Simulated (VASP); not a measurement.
# AlN (Pm) in VASP: notebook

The runs below take AlN through single point, with LDA.

All numbers are computed with VASP 6.6.1; they aren't measurements. Logs are shortened: lines on timing, memory, paths and dates and some standing lists are left out, and cuts for length are marked.

## 1. The cell of the first run

It takes space group Pm (No. 6, monoclinic). Conventional cell: a = 3.276 Å, b = 4.101 Å, c = 5.674 Å, α = 90.00°, β = 90.00°, γ = 90.00°. Al (site symmetry m) has 4 N at 1.68 to 2.10 Å within 2.2 Å. Within 2.5 Å of Al (site symmetry m) lie 5 N at 1.89 to 2.05 Å. Al (site symmetry m) has 5 N at 1.89 to 2.05 Å within 2.5 Å. Within 2.5 Å of Al (site symmetry m) lie 5 N at 1.89 to 2.05 Å. Within 2.5 Å of N (site symmetry m) lie 5 Al at 1.89 to 2.10 Å. Within 2.5 Å of N (site symmetry m) lie 5 Al at 1.89 to 2.05 Å. Within 2.2 Å of N (site symmetry m) lie 5 Al at 1.68 to 2.05 Å. N (site symmetry m) has 5 Al at 1.89 to 2.34 Å within 2.5 Å.

## 2. Single point, LDA (atom 1 (Al) moved by +0.372 Å along [1 0 0] and +0.248 Å along [1 2 0])

Input file INCAR:

```
ALGO = Normal
EDIFF = 1E-6
ENCUT = 520
ISIF = 2
ISMEAR = 0
LASPH = T
LCHARG = F
LREAL = F
LWAVE = F
NBANDS = 26
NELM = 100
PREC = Accurate
SIGMA = 0.05
```

Input file KPOINTS:

```
k-points
0
Gamma
  8 6 4
```

Input file POSCAR:

```
AlN
1.0
   -1.6378403119      2.8368226349      0.0000000000
    0.0000000000      0.0000000000      4.1006264518
    4.9135209358      2.8368226349      0.0000000000
Al N
4 4
Direct
    0.5087842203      0.7500000000      0.2453041967
    1.0000000000      0.7500000000      0.6666666667
    0.0000000000      0.2500000000      0.3333333333
    0.5000000000      0.2500000000      0.8333333333
    0.5000000000      0.2500000000      0.1666666667
    1.0000000000      0.2500000000      0.6666666667
    0.0000000000      0.7500000000      0.3333333333
    0.5000000000      0.7500000000      0.8333333333
```

Potentials or basis: VASP PAW LDA potentials, release 64 (Al, N).

Run with:

```console
$ cat potpaw_LDA.64/Al/POTCAR potpaw_LDA.64/N/POTCAR > POTCAR
$ mpirun -np 1 vasp_std > vasp.out
```

OUTCAR:

```text
EDIFF = 1E-6
   ENCUT = 520
   ISIF = 2
   ISMEAR = 0
   LASPH = T
   LREAL = F
   NELM = 100
   PREC = Accurate

 ion  position               nearest neighbor table
   1  0.509  0.750  0.245-   7 1.68   7 1.74   5 2.10   5 2.10   8 2.34   3 2.65   3 2.65   3 2.69
                             3 2.69   2 2.88   2 2.91   4 3.11   4 3.11
   2  0.000  0.750  0.667-   8 1.89   8 1.89   7 1.89   6 2.05   6 2.05   4 2.79   4 2.79   4 2.79
                             4 2.79   3 2.79   3 2.79   1 2.88   1 2.91
   3  0.000  0.250  0.333-   5 1.89   5 1.89   6 1.89   7 2.05   7 2.05   1 2.65   1 2.65   1 2.69
                             1 2.69   2 2.79   2 2.79   4 3.28   4 3.28   4 3.28   4 3.28
   4  0.500  0.250  0.833-   6 1.89   6 1.89   5 1.89   8 2.05   8 2.05   2 2.79   2 2.79   2 2.79
                             2 2.79   1 3.11   1 3.11   3 3.28   3 3.28   3 3.28   3 3.28
   5  0.500  0.250  0.167-   3 1.89   3 1.89   4 1.89   1 2.10   1 2.10
   6  0.000  0.250  0.667-   4 1.89   4 1.89   3 1.89   2 2.05   2 2.05
   7  0.000  0.750  0.333-   1 1.68   1 1.74   2 1.89   3 2.05   3 2.05
   8  0.500  0.750  0.833-   2 1.89   2 1.89   4 2.05   4 2.05   1 2.34

  LATTYP: Found a simple orthorhombic cell.
 ALAT       =     3.2756806238
 B/A-ratio  =     1.2518395176
 C/A-ratio  =     1.7320508076

  Lattice vectors:

 A1 = (  -1.6378403119,   2.8368226349,   0.0000000000)
 A2 = (   0.0000000000,   0.0000000000,   4.1006264518)
 A3 = (   4.9135209358,   2.8368226349,   0.0000000000)

Analysis of symmetry for initial positions (statically):
=====================================================================
 Subroutine PRICEL returns:
 Original cell was already a primitive cell.

 Routine SETGRP: Setting up the symmetry group for a
 simple orthorhombic supercell.

 Subroutine GETGRP returns: Found  2 space group operations
 (whereof  1 operations were pure point group operations)
 out of a pool of  8 trial point group operations.

The static configuration has the point symmetry C_1 .
 The point group associated with its full space group is C_1h.

Analysis of symmetry for dynamics (positions and initial velocities):
=====================================================================
 Subroutine PRICEL returns:
 Original cell was already a primitive cell.

 Routine SETGRP: Setting up the symmetry group for a
 simple orthorhombic supercell.

 Subroutine GETGRP returns: Found  2 space group operations
 (whereof  1 operations were pure point group operations)
 out of a pool of  8 trial point group operations.

The dynamic configuration has the point symmetry C_1 .
 The point group associated with its full space group is C_1h.

[... 112 lines left out ...]
   EDIFFG = 0.1E-04   stopping-criterion for IOM
   NSW    =      0    number of steps for IOM
   IBRION =     -1    ionic relax: 0-MD 1-quasi-New 2-CG
   NFREE  =      0    steps in history (QN), initial steepest desc. (CG)
   ISIF   =      2    stress and relaxation
   ISYM   =      2    0-nonsym 1-usesym 2-fastsym
   POTIM  = 0.5000    time-step for ionic-motion
   TEBEG  =    0.0;   TEEND  =   0.0 temperature during run
   PSTRESS=    0.0 pullay stress
   NELECT =      32.0000    total number of electrons
   NUPDOWN=      -1.0000    fix difference up-down
   EMIN   =  10.00;   EMAX   =-10.00  energy-range for DOS
   EFERMI =   0.00;   METHOD = LEGACY
   ISMEAR =     0;   SIGMA  =   0.05  broadening in eV -4-tet -1-fermi 0-gaus
   EFERMI_NEDOS =   21; number of points for ismear=-14 and -15
   IALGO  =     38    algorithm
   IMIX   =      4    mixing-type and parameters
     AMIX     =   0.40;   BMIX     =  1.00
     AMIX_MAG =   1.60;   BMIX_MAG =  1.00
  volume/ion in A,a.u.               =       9.53        64.29
  Fermi-wavevector in a.u.,A,eV,Ry     =   1.225896  2.316607 20.447110  1.502820
  Thomas-Fermi vector in A             =   2.360917
   LORBIT       =      0    0 simple, 1 ext, 2 COOP (PROOUT), +10 PAW based schemes
   GGA     = CA    functional components
   LHFCALC =     F    Hartree Fock is set to
   AEXX    =    0.0000 exact exchange contribution
   IVDW    =     0    specifies the selected vdW correction
   LEPSILON=     F    determine dielectric tensor
   LRPA    =     F    only Hartree local field effects (RPA)
 non-spin polarized calculation
 Gauss-broadening in eV      SIGMA  =   0.05
  energy-cutoff  :      520.00
  volume of cell :       76.21
 maximum number of plane-waves:      2088
   NGX = 13   NGY = 15   NGZ = 21

 number of electron      32.0000003 magnetization

 Free energy of the ion-electron system (eV)
  ---------------------------------------------------
  ext. energy  EPLUGINS =         0.00000000
  ---------------------------------------------------
  free energy    TOTEN  =       -63.33473480 eV

  energy without entropy =      -63.33473480  energy(sigma->0) =      -63.33473480

 E-fermi :   8.3916     XC(G=0): -11.6733

 val. band max:        8.1842548555   @ k =   0.0000   0.0000   0.0000
 cond. band min:      10.9462830874   @ k =   0.0000   0.0000   0.0000
 fundamental gap:      2.7620282319
 Fermi energy:         8.3916182621

 k-point     1 :       0.0000    0.0000    0.0000
  band No.  band energies     occupation
      1      -9.1822      2.00000
      2      -6.8700      2.00000
      3      -5.8145      2.00000
      4      -4.3885      2.00000
      5       0.7552      2.00000
      6       1.4173      2.00000
[... 685 lines left out ...]
     25      17.8235      0.00000
     26      18.4164      0.00000

 [... further k-points ...]
[... 5 lines left out ...]
  --------------------------------------------------------------------------------------
  -------------------------------------------------------------------------------------
  Total        1.2651751      7.9570288      0.3593652     -4.4664843      0.0000000      0.0000000
  in kB       26.5978953    167.2813679      7.5549695    -93.8993212      0.0000000      0.0000000
  external PRESSURE =      67.1447442 kB  Pullay stress =       0.0000000 kB

 VOLUME and BASIS-vectors are now :
 -----------------------------------------------------------------------------
  energy-cutoff  :      520.00
  volume of cell :       76.21
      direct lattice vectors                 reciprocal lattice vectors
    -1.637840312  2.836822635  0.000000000    -0.152640033  0.264380293  0.000000000
     0.000000000  0.000000000  4.100626452     0.000000000  0.000000000  0.243865178
     4.913520936  2.836822635  0.000000000     0.152640033  0.088126764  0.000000000

 POSITION                                       TOTAL-FORCE (eV/Angst)
 -----------------------------------------------------------------------------------
      0.37200      2.13922      3.07547        -4.367030     -4.255821      0.000000
      3.27568      1.89122      3.07547         1.894871      1.122197      0.000000
      1.63784      0.94561      1.02516        -0.271263     -0.034611      0.000000
      3.27568      3.78243      1.02516         0.451993      0.252767      0.000000
      0.00000      1.89122      1.02516         1.635797      1.010158      0.000000
      3.27568      1.89122      1.02516        -0.749239     -0.429636      0.000000
      1.63784      0.94561      3.07547         1.497820      2.356993      0.000000
      3.27568      3.78243      3.07547        -0.092949     -0.022048      0.000000
 -----------------------------------------------------------------------------------
    total drift:                                0.000221      0.000138     -0.000000

  FREE ENERGIE OF THE ION-ELECTRON SYSTEM (eV)
  ---------------------------------------------------
  free  energy   TOTEN  =       -63.3347348002 eV

  energy  without entropy=      -63.3347348002  energy(sigma->0) =      -63.33473480
```

OSZICAR:

```text
N       E                     dE             d eps       ncg     rms          rms(c)
DAV:   1     0.106700017648E+03    0.10670E+03   -0.15036E+04  3752   0.112E+03
DAV:   2    -0.649681027241E+02   -0.17167E+03   -0.16046E+03  5042   0.224E+02
DAV:   3    -0.734771389813E+02   -0.85090E+01   -0.84593E+01  5056   0.510E+01
DAV:   4    -0.735462941482E+02   -0.69155E-01   -0.69108E-01  4542   0.521E+00
DAV:   5    -0.735471874296E+02   -0.89328E-03   -0.89301E-03  4988   0.581E-01    0.174E+01
DAV:   6    -0.636341034838E+02    0.99131E+01   -0.30734E+01  4618   0.291E+01    0.625E+00
DAV:   7    -0.634620958720E+02    0.17201E+00   -0.14115E+00  4782   0.604E+00    0.391E+00
DAV:   8    -0.633451301395E+02    0.11697E+00   -0.12599E-01  4712   0.237E+00    0.799E-01
DAV:   9    -0.633347141364E+02    0.10416E-01   -0.14625E-02  4930   0.693E-01    0.287E-01
DAV:  10    -0.633348042783E+02   -0.90142E-04   -0.18662E-03  4650   0.297E-01    0.122E-01
DAV:  11    -0.633347500457E+02    0.54233E-04   -0.24462E-04  4714   0.108E-01    0.424E-02
DAV:  12    -0.633347357952E+02    0.14251E-04   -0.12769E-04  4548   0.712E-02    0.140E-02
DAV:  13    -0.633347348002E+02    0.99502E-06   -0.87878E-06  4792   0.202E-02
   1 F= -.63334735E+02 E0= -.63334735E+02  d E =-.498083E-11
```

stdout:

```text
POSCAR found type information on POSCAR AlN
 POSCAR found :  2 types and       8 ions
 scaLAPACK will be used
 LDA part: xc-table for (Slater(with rela. corr.)+CA(PZ))
 , standard interpolation
 POSCAR, INCAR and KPOINTS ok, starting setup
 FFT: planning ... GRIDC
 FFT: planning ... GRID_SOFT
 FFT: planning ... GRID
 WAVECAR not read
 entering main loop
```

It took 3.4 min on 1 thread of AMD EPYC 7R13, shared host; peak memory 0.19 GiB.

What came out:

| Quantity | Value |
| --- | --- |
| Free energy | -63.3347 eV |
| Pressure | 6.7 GPa |
| Largest force | 6.098 eV/Å |
| Band gap on the k mesh | 2.76 eV, direct |

Forces on the atoms (eV/Å):
```
Al  -4.367 -4.256  0.000
Al   1.895  1.122  0.000
Al  -0.271 -0.035  0.000
Al   0.452  0.253  0.000
N    1.636  1.010  0.000
N   -0.749 -0.430  0.000
N    1.498  2.357  0.000
N   -0.093 -0.022  0.000
```

Stress tensor (GPa, compression positive):
```
 2.66 -9.39  0.00
-9.39 16.73  0.00
 0.00  0.00  0.76
```

Levels at points of the mesh, in eV from the valence-band top:
```
           k point  band 12  band 13  band 14  band 15  band 16  band 17  band 18  band 19  band 20  band 21
(0.00, 0.00, 0.00)    -2.86    -2.37    -1.33    -0.94     0.00     2.76     4.08     4.55     6.79     7.48
(0.50, 0.00, 0.00)    -3.88    -3.17    -2.51    -2.19    -1.66     4.47     4.82     6.34     6.45     6.98
(0.00, 0.50, 0.00)    -2.59    -2.45    -2.03    -1.75    -1.41     4.43     5.01     5.75     6.27     7.95
(0.50, 0.50, 0.00)    -4.27    -1.73    -1.00    -0.88    -0.59     4.92     5.05     6.57     6.99     8.69
(0.00, 0.00, 0.50)    -2.57    -2.30    -1.54    -0.87    -0.74     4.12     5.21     6.27     6.44     7.37
(0.50, 0.00, 0.50)    -4.02    -3.32    -2.84    -1.55    -0.98     2.79     4.25     5.82     6.90     7.55
(0.00, 0.50, 0.50)    -2.52    -2.24    -2.11    -1.52    -1.31     4.26     5.04     5.63     6.51     8.73
(0.50, 0.50, 0.50)    -3.07    -2.52    -1.65    -1.38    -1.32     3.67     4.30     5.38     5.90     9.17
```

Caveat: the cell differs from its parent crystal (atom 1 (Al) moved by +0.372 Å along [1 0 0] and +0.248 Å along [1 2 0]); forces of over 1 eV/Å act on the atoms, so gaps and moduli don't describe the material at rest.

## 3. Single point, LDA (atom 1 (Al) moved by +0.496 Å along [1 0 0] and +0.372 Å along [1 2 0])

Input file INCAR:

```
PREC     = Accurate       # precision mode
ENCUT    = 520            # plane-wave cutoff, eV
EDIFF    = 1E-6           # SCF threshold, eV
ISMEAR   = 0              # smearing method
SIGMA    = 0.05           # smearing width, eV
LREAL    = F              # projectors in reciprocal space
LASPH    = T              # aspherical terms in the spheres
NELM     = 100            # most SCF steps
ALGO     = Normal         # electronic algorithm
ISIF     = 2              # what is computed and relaxed
LWAVE    = F              # write WAVECAR
LCHARG   = F              # write CHGCAR
NBANDS   = 26             # bands
```

Input file KPOINTS:

```
regular mesh
0
Gamma
  8 6 4
```

Changes to POSCAR since step 2:

```diff
@@ -8,3 +8,3 @@
 Direct
-    0.5087842203      0.7500000000      0.2453041967
+    0.5226400125      0.7500000000      0.2751592796
     1.0000000000      0.7500000000      0.6666666667
```

Potentials or basis: VASP PAW LDA potentials, release 64 (Al, N).

Run with:

```console
$ cat potpaw_LDA.64/Al/POTCAR potpaw_LDA.64/N/POTCAR > POTCAR
$ mpirun -np 1 vasp_std > vasp.out
```

OUTCAR:

```text
PREC = Accurate
   ENCUT = 520
   EDIFF = 1E-6
   ISMEAR = 0
   LREAL = F
   LASPH = T
   NELM = 100
   ISIF = 2

 ion  position               nearest neighbor table
   1  0.523  0.750  0.275-   7 1.60   7 1.74   5 2.14   5 2.14   8 2.51   3 2.60   3 2.60   3 2.69
                             3 2.69   2 2.72   2 2.80   4 3.24   4 3.24
   2  0.000  0.750  0.667-   8 1.89   8 1.89   7 1.89   6 2.05   6 2.05   1 2.72   4 2.79   4 2.79
                             4 2.79   4 2.79   3 2.79   3 2.79   1 2.80
   3  0.000  0.250  0.333-   5 1.89   5 1.89   6 1.89   7 2.05   7 2.05   1 2.60   1 2.60   1 2.69
                             1 2.69   2 2.79   2 2.79   4 3.28   4 3.28   4 3.28   4 3.28
   4  0.500  0.250  0.833-   6 1.89   6 1.89   5 1.89   8 2.05   8 2.05   2 2.79   2 2.79   2 2.79
                             2 2.79   1 3.24   1 3.24   3 3.28   3 3.28   3 3.28   3 3.28
   5  0.500  0.250  0.167-   3 1.89   3 1.89   4 1.89   1 2.14   1 2.14
   6  0.000  0.250  0.667-   4 1.89   4 1.89   3 1.89   2 2.05   2 2.05
   7  0.000  0.750  0.333-   1 1.60   1 1.74   2 1.89   3 2.05   3 2.05
   8  0.500  0.750  0.833-   2 1.89   2 1.89   4 2.05   4 2.05   1 2.51

  LATTYP: Found a simple orthorhombic cell.
 ALAT       =     3.2756806238
 B/A-ratio  =     1.2518395176
 C/A-ratio  =     1.7320508076

[... 198 lines left out ...]
 fundamental gap:      2.3404510766
 Fermi energy:         8.4583965437

 k-point     1 :       0.0000    0.0000    0.0000
  band No.  band energies     occupation
      1      -9.3730      2.00000
      2      -6.9246      2.00000
      3      -5.8477      2.00000
      4      -4.3169      2.00000
      5       0.6282      2.00000
      6       1.3473      2.00000
[... 685 lines left out ...]
     25      17.6895      0.00000
     26      18.4309      0.00000

 [... further k-points ...]
[... 5 lines left out ...]
  --------------------------------------------------------------------------------------
  -------------------------------------------------------------------------------------
  Total        1.8753938     13.1642021      0.5262587     -6.5759214      0.0000000      0.0000000
  in kB       39.4265804    276.7522638     11.0635853   -138.2462171      0.0000000      0.0000000
  external PRESSURE =     109.0808098 kB  Pullay stress =       0.0000000 kB

 VOLUME and BASIS-vectors are now :
 -----------------------------------------------------------------------------
  energy-cutoff  :      520.00
  volume of cell :       76.21
      direct lattice vectors                 reciprocal lattice vectors
    -1.637840312  2.836822635  0.000000000    -0.152640033  0.264380293  0.000000000
     0.000000000  0.000000000  4.100626452     0.000000000  0.000000000  0.243865178
     4.913520936  2.836822635  0.000000000     0.152640033  0.088126764  0.000000000

 POSITION                                       TOTAL-FORCE (eV/Angst)
 -----------------------------------------------------------------------------------
      0.49600      2.26322      3.07547        -3.025715     -7.558876      0.000000
      3.27568      1.89122      3.07547         2.449198      1.529189      0.000000
      1.63784      0.94561      1.02516        -0.668503     -0.040410      0.000000
      3.27568      3.78243      1.02516         0.636623      0.356061      0.000000
      0.00000      1.89122      1.02516         2.069751      1.352241      0.000000
      3.27568      1.89122      1.02516        -0.907268     -0.519709      0.000000
      1.63784      0.94561      3.07547         0.262535      5.302035      0.000000
      3.27568      3.78243      3.07547        -0.816620     -0.420530      0.000000
 -----------------------------------------------------------------------------------
    total drift:                                0.000175      0.000479     -0.000000

  FREE ENERGIE OF THE ION-ELECTRON SYSTEM (eV)
  ---------------------------------------------------
  free  energy   TOTEN  =       -62.1374720054 eV

  energy  without entropy=      -62.1374720054  energy(sigma->0) =      -62.13747201
```

stdout:

```text
POSCAR found type information on POSCAR AlN
 POSCAR found :  2 types and       8 ions
 scaLAPACK will be used
 LDA part: xc-table for (Slater(with rela. corr.)+CA(PZ))
 , standard interpolation
 POSCAR, INCAR and KPOINTS ok, starting setup
 FFT: planning ... GRIDC
 FFT: planning ... GRID_SOFT
 FFT: planning ... GRID
 WAVECAR not read
 entering main loop
```

Run time: 4.5 min. Hardware: 1 thread of AMD EPYC 7R13, shared host; peak memory 0.19 GiB.

What came out:

```
Free energy            : -62.1375 eV
Pressure               : 10.9 GPa
Largest force          : 8.142 eV/Å
Band gap on the k mesh : 2.34 eV, indirect (least direct gap 2.39 eV)
```

Forces on the atoms (eV/Å):
```
Al  -3.026 -7.559  0.000
Al   2.449  1.529  0.000
Al  -0.669 -0.040  0.000
Al   0.637  0.356  0.000
N    2.070  1.352  0.000
N   -0.907 -0.520  0.000
N    0.263  5.302  0.000
N   -0.817 -0.421  0.000
```

Stress tensor (GPa, compression positive):
```
  3.94 -13.82   0.00
-13.82  27.68   0.00
  0.00   0.00   1.11
```

Caveat: the cell differs from its parent crystal (atom 1 (Al) moved by +0.496 Å along [1 0 0] and +0.372 Å along [1 2 0]); forces of over 1 eV/Å act on the atoms, so gaps and moduli don't describe the material at rest. A k mesh can miss the band edges.

(Continued in part 2 of 2.)
